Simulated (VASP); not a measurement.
Input of a VASP 6.6.1 run:

The input INCAR:

```
SYSTEM = Hf
PREC = Accurate
ENCUT = 520
EDIFF = 1E-7
ISMEAR = 0
SIGMA = 0.15
LREAL = .False.
LASPH = .True.
NELM = 60
ALGO = Fast
ISIF = 2
LWAVE = .False.
LCHARG = .False.
GGA = PS
NBANDS = 11
```

File KPOINTS:

```
regular mesh
0
Gamma
  20 20 20
  0 0 0
```

POSCAR

```
Hf
1.0
   -2.0837202902      2.0837202902      1.3544181887
    2.0837202902     -2.0837202902      1.3544181887
    2.0837202902      2.0837202902     -1.3544181887
Hf
1
Direct
    0.0000000000      0.0000000000      0.0000000000
```

Potentials or basis: VASP PAW PBE potentials, release 64 (Hf_pv).

Launch:

```bash
$ cat potpaw_PBE.64/Hf_pv/POTCAR > POTCAR
$ mpirun -np 1 vasp_std > vasp.out
```

Question: What does it give for the pressure?

Answer: -5.2 GPa.

Question: Predict the band gap on the k mesh.

Answer: Zero (bands 5 and 6 overlap by 1.07 eV).

Stress tensor (GPa, compression positive):
```
-14.08   0.00   0.00
  0.00 -14.08   0.00
  0.00   0.00  12.52
```

Caveat: the cell stands under tension; the PAW data sets were made with another functional, which shifts forces and pressure a little; spin-orbit coupling is left out, which moves the levels of the heavy elements.
